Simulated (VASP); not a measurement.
## TiO2: single point with r2SCAN

Crystal: TiO2.

```
CELL_PARAMETERS angstrom
4.59141 0.00000 0.00000
0.00000 4.59141 0.00000
0.00000 0.00000 2.93887
ATOMIC_POSITIONS crystal
Ti 0.00000 0.00000 0.00000
Ti 0.50000 0.50000 0.50000
O 0.30446 0.30446 0.00000
O 0.69554 0.69554 0.00000
O 0.19554 0.80446 0.50000
O 0.80446 0.19554 0.50000
```

```json
{"Program": "VASP 6.6.1", "Task": "single point", "Functional": "r2SCAN", "Potentials or basis": "VASP PAW PBE potentials, release 64 (Ti_sv, O)", "Cutoff": "520 eV", "k mesh": "5 × 5 × 8", "Occupations": "fermi-dirac, width 0.05 eV", "Spin": "no spin polarisation"}
```

The pressure is 3.3 GPa and the largest force is 0.054 eV/Å. The band gap on the k mesh is 2.25 eV, direct.

Forces in eV/Å, atoms in the order of the input:
```
Ti   0.000  0.000  0.000
Ti   0.000  0.000  0.000
O   -0.038 -0.038  0.000
O    0.038  0.038  0.000
O    0.038 -0.038  0.000
O   -0.038  0.038  0.000
```

Stress tensor (GPa, compression positive):
```
2.51 0.00 0.00
0.00 2.51 0.00
0.00 0.00 4.85
```

Levels at points of the mesh, in eV from the valence-band top:
| k point | band 21 | band 22 | band 23 | band 24 | band 25 | band 26 | band 27 | band 28 |
| --- | --- | --- | --- | --- | --- | --- | --- | --- |
| (0.00, 0.00, 0.00) | -0.75 | -0.49 | -0.49 | 0.00 | 2.25 | 2.57 | 2.83 | 2.93 |
| (0.00, 0.00, 0.50) | -2.41 | -2.41 | -1.49 | -1.49 | 3.37 | 3.37 | 3.67 | 3.67 |

It took 5.8 min on 1 thread of Intel Xeon 6975P-C, on a shared host, peak memory 0.2 GiB.

Caveat: the PAW data sets were made with another functional, which shifts forces and pressure a little. A k mesh can miss the band edges.
